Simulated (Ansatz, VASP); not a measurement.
**FeO: VASP beside Ansatz**

The input INCAR:

```
SYSTEM = FeO
PREC     = Accurate       ! precision mode
ENCUT    = 520            ! plane-wave cutoff, eV
EDIFF    = 1E-6           ! SCF threshold, eV
ISMEAR   = 0              ! smearing method
SIGMA    = 0.05           ! smearing width, eV
LREAL    = .FALSE.        ! projectors in reciprocal space
LASPH    = .TRUE.         ! aspherical terms in the spheres
NELM     = 150            ! most SCF steps
ALGO     = Fast           ! electronic algorithm
ISIF     = 2              ! what is computed and relaxed
LWAVE    = .FALSE.        ! write WAVECAR
LCHARG   = .FALSE.        ! write CHGCAR
ISPIN    = 2              ! spin polarisation
MAGMOM   = 4 4 0 0        ! initial moments
LORBIT   = 11             ! projections on sites
LMAXMIX  = 4              ! l up to which the mixer works
GGA      = PE             ! functional
NBANDS   = 26             ! bands
```

Contents of KPOINTS:

```
Automatic mesh
0
G
  10 10 6
  0 0 0
```

The input POSCAR:

```
FeO
1.0
    3.0488587354      0.0000000000      0.0000000000
    1.5215942087      2.6823606015      0.0000000000
    0.1382020491      0.2344548864      5.2676308955
Fe O
2 2
Direct
    0.5000000000      0.5000000000      0.0000000000
    0.5000000000      0.5000000000      0.5000000000
    0.1637630000      0.1709330000      0.2557010000
    0.8362370000      0.8290670000      0.7442990000
```

Input for Ansatz:

```yaml
crystal:
  lattice:
    - [3.0488587354, 0.0, 0.0]
    - [1.5215942087, 2.6823606015, 0.0]
    - [0.1382020491, 0.2344548864, 5.2676308955]
  atoms:
    - { symbol: Fe, position: [0.5, 0.5, 0.0], spin: 4.0 }
    - { symbol: Fe, position: [0.5, 0.5, 0.5], spin: 4.0 }
    - { symbol: O, position: [0.163763, 0.170933, 0.255701] }
    - { symbol: O, position: [0.836237, 0.829067, 0.744299] }
magnetization:
  spin_polarized: true
basis:
  ecutwfc: 420
  fft_grid_basis: typed
kpoints:
  mp_grid: { grid: [10, 10, 6] }
hamiltonian:
  xc: pbe
scf:
  occupations: { method: gaussian, width: 0.05 }
output:
  forces: true
  stress: true
  eigenvalues: true
  bader: true
  write_density: true
  volumetric_format: npy
  populations: true
  elf: true
```

Alike in both runs: task single point; functional PBE; k mesh 10 × 10 × 6; occupations gaussian, width 0.05 eV; collinear spin.

|  | VASP | Ansatz |
| --- | --- | --- |
| version | VASP 6.6.1 | Ansatz 0.2.0 |
| potentials or method | VASP PAW PBE potentials, release 64 (Fe, O), cutoff 520 eV | scalar-relativistic, plane waves, PAW |
| valence electrons in the cell | 28 | 44 |

Ansatz gave:

```
gap on the k mesh at the Fermi level (eV)                     : none
pressure (GPa)                                                : -13.2
traceless stress, the component that is largest in VASP (GPa) : 5.83
rms of the force components (eV/Å)                            : 0.083
net moment per atom (μB)                                      : 0.01
size of the moment on the site where the two differ most (μB) : 3.26
```

**Question.** Which values does VASP return?

**Answer.** gap on the k mesh at the Fermi level (eV): none; pressure (GPa): -9.8; traceless stress, the component that is largest in VASP (GPa): 2.73; rms of the force components (eV/Å): 0.077; net moment per atom (μB): 2.00; size of the moment on the site where the two differ most (μB): 3.61.

The net moments are unlike, so the other rows may belong to different states. Site moments also hang on the region over which each program counts them. Atom by atom the forces differ by 0.008 eV/Å (rms over components). A gap of «none» marks a metal or a gap that the smearing closes. VASP's potentials hold 28 valence electrons a cell and Ansatz's 44, so a difference there can come from the potentials and not from the codes. Ansatz's warnings: seeded moment not kept.
